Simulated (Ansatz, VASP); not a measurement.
## Two plane-wave programs on Rh

```
Rh
1.0
     2.69155   -0.10038    0.42969
     0.27736    3.69232   -0.86995
     0.61905   -0.93152    4.55260
Rh
3
Cartesian
  1.0924 2.4392 2.3817
  2.4956 0.2212 1.7307
  1.4845 1.7960 -0.2201
```

Alike in both runs: functional PBE; k mesh 6 × 6 × 4; occupations gaussian, width 0.1 eV; no spin polarisation.

Ansatz relaxed the structure, and its values are those at the end. VASP's run is a single point on that final structure, the one shown.

|  | VASP | Ansatz |
| --- | --- | --- |
| version | VASP 6.6.1 | Ansatz 0.2.0 |
| potentials or method | VASP PAW PBE potentials, release 64 (Rh_pv), cutoff 520 eV | scalar-relativistic, plane waves, PAW |
| valence electrons in the cell | 45 | 51 |

|  | VASP | Ansatz | Ansatz less VASP |
| --- | --- | --- | --- |
| gap on the k mesh at the Fermi level (eV) | none | none | - |
| pressure (GPa) | 0.1 | 0.1 | -0.03 |

A gap of «none» marks a metal or a gap that the smearing closes. The functional is the same, so the differences come from potentials, cutoffs and numerics. VASP's potentials hold 45 valence electrons a cell and Ansatz's 51, so a difference there can come from the potentials and not from the codes.

The k mesh is coarse, so the values compare programs but aren't converged.
